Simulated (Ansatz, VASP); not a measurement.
**Cs2Au in VASP and in Ansatz**

```
CELL_PARAMETERS angstrom
5.33161 0.00000 0.00000
-2.66580 4.61731 0.00000
0.00000 0.00000 10.65177
ATOMIC_POSITIONS crystal
Cs 0.33333 0.66667 0.27934
Cs 0.66667 0.33333 0.72066
Au 0.00000 0.00000 0.00000
```

Alike in both runs: task single point; functional PBE; k mesh 6 × 6 × 2; occupations gaussian, width 0.1 eV; no spin polarisation.

```csv
,VASP,Ansatz
version,VASP 6.6.1,Ansatz 0.2.0
potentials or method,"VASP PAW PBE potentials, release 64 (Cs_sv, Au), cutoff 520 eV","scalar-relativistic, plane waves, PAW"
valence electrons in the cell,29,37
```

|  | VASP | Ansatz | Ansatz less VASP |
| --- | --- | --- | --- |
| gap on the k mesh at the Fermi level (eV) | none | none | - |
| pressure (GPa) | -0.8 | -0.8 | +0.01 |
| traceless stress, the component that is largest in VASP (GPa) | -0.97 | -0.97 | +0.001 |
| rms of the force components (eV/Å) | 0.246 | 0.247 | +0.0005 |

Atom by atom the forces differ by 0.000 eV/Å (rms over components). A gap of «none» marks a metal or a gap that the smearing closes. VASP's potentials hold 29 valence electrons a cell and Ansatz's 37, so a difference there can come from the potentials and not from the codes.

Spin-orbit coupling is off throughout.
